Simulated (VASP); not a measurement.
# BeTe (P-6m2) in VASP: notebook

Runs on BeTe. Level: PBE. Tasks: single point, relaxation of cell and atoms.

Everything below comes from runs of VASP 6.6.1. Logs are shortened: lines on timing, memory, paths and dates and some standing lists are left out, and cuts for length are marked.

### Step 1. The cell of the first run

Symmetry: P-6m2, No. 187, hexagonal system. Conventional cell: a = 3.720 Å, b = 3.720 Å, c = 3.359 Å, α = 90.00°, β = 90.00°, γ = 120.00°. Be (site symmetry -6m2) has 6 Te at 2.73 Å and 2 Be at 3.36 Å within 3.6 Å. Within 3.6 Å of Te (site symmetry -6m2) lie 6 Be at 2.73 Å and 2 Te at 3.36 Å.

### Step 2. Single point, PBE

The input, INCAR:

```
PREC     = Accurate       # precision mode
ENCUT    = 520            # plane-wave cutoff, eV
EDIFF    = 1E-6           # SCF threshold, eV
ISMEAR   = 0              # smearing method
SIGMA    = 0.1            # smearing width, eV
LREAL    = False          # projectors in reciprocal space
LASPH    = True           # aspherical terms in the spheres
NELM     = 100            # most SCF steps
ALGO     = Normal         # electronic algorithm
ISIF     = 2              # what is computed and relaxed
LWAVE    = False          # write WAVECAR
LCHARG   = False          # write CHGCAR
GGA      = PE             # functional
NBANDS   = 11             # bands
```

The input, KPOINTS:

```
Automatic mesh
0
Gamma
  24 24 12
```

The input, POSCAR:

```
BeTe
1.0
    3.7201430011      0.0000000000      0.0000000000
   -1.8600715005      3.2217383447      0.0000000000
    0.0000000000      0.0000000000      3.3593829890
Be Te
1 1
Direct
    0.6666666667      0.3333333333      0.5000000000
    0.3333333333      0.6666666667      0.0000000000
```

Potentials or basis: VASP PAW PBE potentials, release 64 (Be, Te).

Started as:

```
$ cat potpaw_PBE.64/Be/POTCAR potpaw_PBE.64/Te/POTCAR > POTCAR
$ mpirun -np 1 vasp_std > vasp.out
```

OUTCAR:

```text
PREC = Accurate
   ENCUT = 520
   EDIFF = 1E-6
   ISMEAR = 0
   LREAL = False
   LASPH = True
   NELM = 100
   ISIF = 2
   GGA = PE

 ion  position               nearest neighbor table
   1  0.667  0.333  0.500-   2 2.73   2 2.73   2 2.73   2 2.73   2 2.73   2 2.73
   2  0.333  0.667  0.000-   1 2.73   1 2.73   1 2.73   1 2.73   1 2.73   1 2.73

  LATTYP: Found a hexagonal cell.
 ALAT       =     3.7201430011
 C/A-ratio  =     0.9030252299

  Lattice vectors:

 A1 = (   3.7201430011,   0.0000000000,   0.0000000000)
 A2 = (  -1.8600715005,   3.2217383447,   0.0000000000)
 A3 = (   0.0000000000,   0.0000000000,   3.3593829890)

Analysis of symmetry for initial positions (statically):
=====================================================================
 Subroutine PRICEL returns:
 Original cell was already a primitive cell.

 Routine SETGRP: Setting up the symmetry group for a
 hexagonal supercell.

 Subroutine GETGRP returns: Found 12 space group operations
 (whereof 12 operations were pure point group operations)
 out of a pool of 24 trial point group operations.

The static configuration has the point symmetry D_3h.

Analysis of symmetry for dynamics (positions and initial velocities):
=====================================================================
 Subroutine PRICEL returns:
 Original cell was already a primitive cell.

 Routine SETGRP: Setting up the symmetry group for a
 hexagonal supercell.

 Subroutine GETGRP returns: Found 12 space group operations
 (whereof 12 operations were pure point group operations)
 out of a pool of 24 trial point group operations.

The dynamic configuration has the point symmetry D_3h.

 Subroutine INISYM returns: Found 12 space group operations
 (whereof 12 operations are pure point group operations),
 and found     1 'primitive' translations

----------------------------------------------------------------------------------------

                                     Primitive cell

  volume of cell :      40.2633

  direct lattice vectors                    reciprocal lattice vectors
     3.720143001  0.000000000  0.000000000     0.268806871  0.155195719  0.000000000
    -1.860071500  3.221738345  0.000000000     0.000000000  0.310391439  0.000000000
     0.000000000  0.000000000  3.359382989     0.000000000  0.000000000  0.297673711

  length of vectors
     3.720143001  3.720143001  3.359382989     0.310391439  0.310391439  0.297673711

  position of ions in fractional coordinates (direct lattice)
[... 88 lines left out ...]
   TEBEG  =    0.0;   TEEND  =   0.0 temperature during run
   PSTRESS=    0.0 pullay stress
   NELECT =       8.0000    total number of electrons
   NUPDOWN=      -1.0000    fix difference up-down
   EMIN   =  10.00;   EMAX   =-10.00  energy-range for DOS
   EFERMI =   0.00;   METHOD = LEGACY
   ISMEAR =     0;   SIGMA  =   0.10  broadening in eV -4-tet -1-fermi 0-gaus
   EFERMI_NEDOS =   21; number of points for ismear=-14 and -15
   IALGO  =     38    algorithm
   IMIX   =      4    mixing-type and parameters
     AMIX     =   0.40;   BMIX     =  1.00
     AMIX_MAG =   1.60;   BMIX_MAG =  1.00
  volume/ion in A,a.u.               =      20.13       135.86
  Fermi-wavevector in a.u.,A,eV,Ry     =   0.955290  1.805235 12.416379  0.912578
  Thomas-Fermi vector in A             =   2.084114
   LORBIT       =      0    0 simple, 1 ext, 2 COOP (PROOUT), +10 PAW based schemes
   GGA     = PE    functional components
   LHFCALC =     F    Hartree Fock is set to
   AEXX    =    0.0000 exact exchange contribution
   IVDW    =     0    specifies the selected vdW correction
   LEPSILON=     F    determine dielectric tensor
   LRPA    =     F    only Hartree local field effects (RPA)
 non-spin polarized calculation
 Gauss-broadening in eV      SIGMA  =   0.10
  energy-cutoff  :      520.00
  volume of cell :       40.26
 maximum number of plane-waves:      1103
 NGX is ok and might be reduce to    28
   NGX = 13   NGY = 13   NGZ = 13

 number of electron       8.0000000 magnetization

 Free energy of the ion-electron system (eV)
  ---------------------------------------------------
  ext. energy  EPLUGINS =         0.00000000
  ---------------------------------------------------
  free energy    TOTEN  =        -6.10516387 eV

  energy without entropy =       -6.10084307  energy(sigma->0) =       -6.10300347

 E-fermi :   6.9366     XC(G=0):  -9.7588

 val. band max:        6.9315821158   @ k =   0.2917   0.0833   0.4167
 cond. band min:       6.9609668433   @ k =   0.4167   0.0417   0.0833
 fundamental gap:      0.0293847275
 Fermi energy:         6.9366181936

 k-point     1 :       0.0000    0.0000    0.0000
  band No.  band energies     occupation
      1      -6.5205      2.00000
      2       5.9999      2.00000
      3       6.1632      2.00000
      4       6.1632      2.00000
      5       8.6969      0.00000
      6      10.7332      0.00000
      7      10.7332      0.00000
      8      11.5177      0.00000
      9      14.8371      0.00000
     10      16.0942      0.00000
     11      19.7262      0.00000
[... 309 lines left out ...]
 k-point    24 :       0.4583    0.0417    0.0000
  band No.  band energies     occupation
      1      -4.9703      2.00000
      2       0.2126      2.00000
      3       4.1940      2.00000
      4       7.9542      0.00000
      5       8.5363      0.00000
      6      11.4269      0.00000
      7      12.2684      0.00000
      8      13.7741      0.00000
      9      14.8863      0.00000
     10      18.8922      0.00000
     11      19.0132      0.00000

 [... further k-points ...]

------------------------ aborting loop because EDIFF is reached ----------------------------------------

  FORCE on cell =-STRESS in cart. coord.  units (eV):
  Direction    XX          YY          ZZ          XY          YZ          ZX
  --------------------------------------------------------------------------------------
  -------------------------------------------------------------------------------------
  Total        0.0099978      0.0099978      0.0133593      0.0000000      0.0000000      0.0000000
  in kB        0.3978377      0.3978377      0.5316005      0.0000000      0.0000000      0.0000000
  external PRESSURE =       0.4424253 kB  Pullay stress =       0.0000000 kB

 VOLUME and BASIS-vectors are now :
 -----------------------------------------------------------------------------
  energy-cutoff  :      520.00
  volume of cell :       40.26
      direct lattice vectors                 reciprocal lattice vectors
     3.720143001  0.000000000  0.000000000     0.268806871  0.155195719  0.000000000
    -1.860071500  3.221738345  0.000000000     0.000000000  0.310391439  0.000000000
     0.000000000  0.000000000  3.359382989     0.000000000  0.000000000  0.297673711

 POSITION                                       TOTAL-FORCE (eV/Angst)
 -----------------------------------------------------------------------------------
      1.86007      1.07391      1.67969         0.000000     -0.000000      0.000000
     -0.00000      2.14783      0.00000        -0.000000      0.000000      0.000000
 -----------------------------------------------------------------------------------
    total drift:                               -0.000000      0.000000     -0.000000

  FREE ENERGIE OF THE ION-ELECTRON SYSTEM (eV)
  ---------------------------------------------------
  free  energy   TOTEN  =        -6.1051638750 eV

  energy  without entropy=       -6.1008430679  energy(sigma->0) =       -6.10300347
```

OSZICAR:

```text
N       E                     dE             d eps       ncg     rms          rms(c)
DAV:   1     0.187351776288E+02    0.18735E+02   -0.31983E+03  9394   0.587E+02
DAV:   2    -0.517236807343E+01   -0.23908E+02   -0.23075E+02 12484   0.908E+01
DAV:   3    -0.610731880067E+01   -0.93495E+00   -0.92925E+00 12254   0.185E+01
DAV:   4    -0.611573431937E+01   -0.84155E-02   -0.84139E-02 11199   0.207E+00
DAV:   5    -0.611586736783E+01   -0.13305E-03   -0.13305E-03 11860   0.260E-01    0.624E+00
DAV:   6    -0.610689965313E+01    0.89677E-02   -0.12680E-02 10969   0.439E-01    0.379E+00
DAV:   7    -0.610519391661E+01    0.17057E-02   -0.14163E-02 11237   0.569E-01    0.177E-01
DAV:   8    -0.610514021002E+01    0.53707E-04   -0.11005E-03 10887   0.182E-01    0.837E-02
DAV:   9    -0.610516531687E+01   -0.25107E-04   -0.61938E-05 11660   0.484E-02    0.346E-02
DAV:  10    -0.610516388372E+01    0.14331E-05   -0.31532E-06 11134   0.890E-03    0.351E-03
DAV:  11    -0.610516387496E+01    0.87687E-08   -0.47150E-07  7672   0.417E-03
   1 F= -.61051639E+01 E0= -.61030035E+01  d E =-.432081E-02
```

stdout:

```text
POSCAR found type information on POSCAR BeTe
 POSCAR found :  2 types and       2 ions
 scaLAPACK will be used
 LDA part: xc-table for (Slater+PW92), standard interpolation
 POSCAR, INCAR and KPOINTS ok, starting setup
 FFT: planning ... GRIDC
 FFT: planning ... GRID_SOFT
 FFT: planning ... GRID
 WAVECAR not read
 entering main loop
```

Wall time 2.3 min (1 thread of AMD EPYC 7R43 (Zen 3), shared host); peak memory 0.28 GiB.

Results:

| Property | Result |
| --- | --- |
| Free energy | -6.1052 eV |
| Pressure | 0.0 GPa |
| Band gap on the k mesh | zero (band 4 reaches 8.41 eV, above the bottom of band 5 at 5.53 eV) |

Caveat: spin-orbit coupling is left out, which moves the levels of the heavy elements.

### Step 3. Relaxation of cell and atoms, PBE

This run uses another cell than the first one, of 20.45 Å³/atom, 1.016 times its volume.

The input, INCAR:

```
PREC     = Accurate       # precision mode
ENCUT    = 600            # plane-wave cutoff, eV
EDIFF    = 1E-7           # SCF threshold, eV
ISMEAR   = 0              # smearing method
SIGMA    = 0.1            # smearing width, eV
LREAL    = F              # projectors in reciprocal space
LASPH    = T              # aspherical terms in the spheres
NELM     = 100            # most SCF steps
ALGO     = Normal         # electronic algorithm
ISIF     = 3              # what is computed and relaxed
LWAVE    = F              # write WAVECAR
LCHARG   = F              # write CHGCAR
GGA      = PE             # functional
IBRION   = 2              # ionic algorithm
NSW      = 100            # ionic steps
EDIFFG   = -0.01          # ionic threshold
```

The input, KPOINTS:

```
regular mesh
0
Gamma
  24 24 12
```

The input, POSCAR:

```
BeTe
1.0
    3.0696476800      0.0000000000      0.0000000000
   -1.5348238400      2.6583928700      0.0000000000
    0.0000000000      0.0000000000      5.0127346700
Be Te
1 1
Direct
    0.6666666700      0.3333333300      0.5000000000
    0.3333333300      0.6666666700      0.0000000000
```

Potentials or basis: VASP PAW PBE potentials, release 64 (Be, Te).

Started as:

```
$ cat potpaw_PBE.64/Be/POTCAR potpaw_PBE.64/Te/POTCAR > POTCAR
$ mpirun -np 1 vasp_std > vasp.out
```

OUTCAR:

```text
PREC = Accurate
   ENCUT = 600
   EDIFF = 1E-7
   ISMEAR = 0
   LREAL = F
   LASPH = T
   NELM = 100
   ISIF = 3
   GGA = PE
   IBRION = 2
   NSW = 100
   EDIFFG = -0.01

 ion  position               nearest neighbor table
   1  0.667  0.333  0.500-
   2  0.333  0.667  0.000-

  LATTYP: Found a hexagonal cell.
 ALAT       =     3.0696476800
 C/A-ratio  =     1.6330000028

  Lattice vectors:

 A1 = (   3.0696476800,   0.0000000000,   0.0000000000)
 A2 = (  -1.5348238400,   2.6583928700,   0.0000000000)
 A3 = (   0.0000000000,   0.0000000000,   5.0127346700)

Analysis of symmetry for initial positions (statically):
=====================================================================
 Subroutine PRICEL returns:
 Original cell was already a primitive cell.
[... 546 lines left out ...]
      7      14.1297      0.00000
      8      15.7963      0.00000

 [... further k-points ...]

[... ionic steps 4 to 9 ...]

--------------------------------------- Ionic step       10  -------------------------------------------

 number of electron       8.0000000 magnetization

------------------------ aborting loop because EDIFF is reached ----------------------------------------
[... 67 lines left out ...]
--------------------------------------- Ionic step       12  -------------------------------------------

 number of electron       8.0000000 magnetization

 Free energy of the ion-electron system (eV)
  ---------------------------------------------------
  ext. energy  EPLUGINS =         0.00000000
  ---------------------------------------------------
  free energy    TOTEN  =        -6.10490105 eV

  energy without entropy =       -6.10057210  energy(sigma->0) =       -6.10273658

 E-fermi :   6.9242     XC(G=0):  -9.7549

 val. band max:        6.9210567893   @ k =   0.2917   0.0833   0.4167
 cond. band min:       6.9455246493   @ k =   0.4167   0.0417   0.0833
 fundamental gap:      0.0244678600
 Fermi energy:         6.9242021004

 k-point     1 :       0.0000    0.0000    0.0000
  band No.  band energies     occupation
      1      -6.5244      2.00000
      2       5.9848      2.00000
      3       6.1551      2.00000
      4       6.1551      2.00000
      5       8.6782      0.00000
      6      10.7236      0.00000
      7      10.7236      0.00000
      8      11.5068      0.00000
[... 282 lines left out ...]
  FREE ENERGIE OF THE ION-ELECTRON SYSTEM (eV)
  ---------------------------------------------------
  free  energy   TOTEN  =        -6.1049010526 eV

  energy  without entropy=       -6.1005721026  energy(sigma->0) =       -6.10273658

 reached required accuracy - stopping structural energy minimisation
```

OSZICAR:

```text
N       E                     dE             d eps       ncg     rms          rms(c)
DAV:   1     0.201164655289E+02    0.20116E+02   -0.34971E+03  6832   0.903E+02
[... 122 lines left out ...]
       N       E                     dE             d eps       ncg     rms          rms(c)
DAV:   1    -0.610500981993E+01   -0.16037E-03   -0.41408E-03  7400   0.358E-01    0.412E-02
DAV:   2    -0.610492915379E+01    0.80666E-04   -0.20405E-04  7712   0.953E-02    0.258E-02
DAV:   3    -0.610490273444E+01    0.26419E-04   -0.73854E-05  8472   0.439E-02    0.110E-02
DAV:   4    -0.610490140093E+01    0.13335E-05   -0.30043E-06  8264   0.125E-02    0.107E-02
DAV:   5    -0.610490101246E+01    0.38847E-06   -0.87970E-07  8624   0.538E-03    0.364E-03
DAV:   6    -0.610490105256E+01   -0.40097E-07   -0.30221E-08  3800   0.131E-03
  12 F= -.61049011E+01 E0= -.61027366E+01  d E =-.354115E-02
```

CONTCAR:

```text
BeTe
   1.00000000000000
     3.7209263804738533    0.0000000000000000   -0.0000000000000000
    -1.8604631902369266    3.2224167686111862    0.0000000000000000
     0.0000000000000000   -0.0000000000000000    3.3612313776160021
  Be              Te
     1     1
Direct
     0.6666666699999979    0.3333333300000021    0.5000000000000000
     0.3333333300000021    0.6666666699999979    0.0000000000000000

  0.00000000E+00  0.00000000E+00  0.00000000E+00
  0.00000000E+00  0.00000000E+00  0.00000000E+00
```

It took 32 min on 1 thread of AMD EPYC 7R43 (Zen 3), shared host; peak memory 0.4 GiB.

What came out:

| Quantity | Value |
| --- | --- |
| Free energy | -6.1049 eV |
| Relaxed volume | 20.15 Å³/atom |
| Relaxed cell | a = 3.721 Å, b = 3.721 Å, c = 3.361 Å, α = 90.00°, β = 90.00°, γ = 120.00° |
| Space group after relaxing (to 0.05 Å) | P-6m2 (No. 187) |
| Energy gained by relaxing | 703.1 meV/atom |
| Ionic steps | 12 |
| Pressure after relaxing | 0.0 GPa |
| Band gap on the k mesh | zero (band 4 reaches 8.39 eV, above the bottom of band 5 at 5.52 eV) |

Step by step:
```
step  energy change (eV)  largest force (eV/Å)  pressure (GPa)  volume (Å³)
   1              0.0000                0.0000            1.03        40.91
   2             -0.1242                0.0000           -1.15        41.62
   3             -0.7180                0.0000           -4.11        42.93
   4             -1.0528                0.0000            3.48        40.99
   5             -1.3158                0.0000           -4.03        42.87
   6             -1.3770                0.0000           -3.13        42.59
   7             -1.3853                0.0000           -2.84        42.49
   8             -1.3143                0.0000            5.90        37.71
   9             -1.4026                0.0000           -0.70        40.95
  10             -1.4027                0.0000           -0.58        40.88
  11             -1.4061                0.0000            0.05        40.24
  12             -1.4062                0.0000           -0.02        40.30
```

Final structure:
```yaml
crystal:
  lattice:
    - [3.72093, 0.00000, 0.00000]
    - [-1.86046, 3.22242, 0.00000]
    - [0.00000, 0.00000, 3.36123]
  atoms:
    - { symbol: Be, position: [0.66667, 0.33333, 0.50000] }
    - { symbol: Te, position: [0.33333, 0.66667, 0.00000] }
```

Levels at points of the mesh, in eV from the Fermi level:
```tsv
k point	band 2	band 3	band 4	band 5	band 6	band 7
(0.00, 0.00, 0.00)	-0.94	-0.77	-0.77	1.75	3.80	3.80
(0.50, 0.00, 0.00)	-6.75	-2.61	1.02	1.43	4.47	5.34
(0.00, 0.00, 0.50)	-7.23	1.06	1.06	3.81	3.81	3.89
(0.50, 0.00, 0.50)	-5.52	-4.99	-1.60	-0.40	2.35	3.63
```

Caveat: spin-orbit coupling is left out, which moves the levels of the heavy elements.

### Step 4. Single point, PBE

This run uses another cell than the first one, of 20.17 Å³/atom, 1.002 times its volume.

The input, INCAR:

```
SYSTEM = BeTe
PREC = Accurate
ENCUT = 520
EDIFF = 1E-6
ISMEAR = 0
SIGMA = 0.1
LREAL = .False.
LASPH = .True.
NELM = 100
ALGO = Normal
ISIF = 2
LWAVE = .False.
LCHARG = .False.
GGA = PE
NBANDS = 11
```

The input, KPOINTS:

```
regular mesh
0
Gamma
  18 18 16
  0 0 0
```

The input, POSCAR:

```
BeTe
1.0
    3.7216391134      0.0000000000      0.0000000000
   -1.8608195567      3.2230340159      0.0000000000
    0.0000000000      0.0000000000      3.3635504725
Be Te
1 1
Direct
    0.6666666667      0.3333333333      0.5000000000
    0.3333333333      0.6666666667      0.0000000000
```

Started as:

```
$ cat potpaw_PBE.64/Be/POTCAR potpaw_PBE.64/Te/POTCAR > POTCAR
$ mpirun -np 1 vasp_std > vasp.out
```

Wall time 3 min (1 thread of AMD EPYC 7R43 (Zen 3), shared host); peak memory 0.24 GiB.

It converged, with:

```yaml
Free_energy: -6.1133 eV
Pressure: 0.1 GPa
Band_gap_on_the_k_mesh: zero (band 4 reaches 8.38 eV, above the bottom of band 5 at 5.54 eV)
```

Levels at points of the mesh, in eV from the Fermi level:
| k point | band 2 | band 3 | band 4 | band 5 | band 6 | band 7 |
| --- | --- | --- | --- | --- | --- | --- |
| (0.00, 0.00, 0.00) | -0.93 | -0.75 | -0.75 | 1.75 | 3.81 | 3.81 |
| (0.50, 0.00, 0.00) | -6.74 | -2.59 | 1.03 | 1.44 | 4.47 | 5.34 |
| (0.00, 0.00, 0.50) | -7.21 | 1.07 | 1.07 | 3.82 | 3.82 | 3.89 |
| (0.50, 0.00, 0.50) | -5.50 | -4.97 | -1.59 | -0.39 | 2.36 | 3.64 |

Caveat: spin-orbit coupling is left out, which moves the levels of the heavy elements.

(Continued in part 2 of 2.)
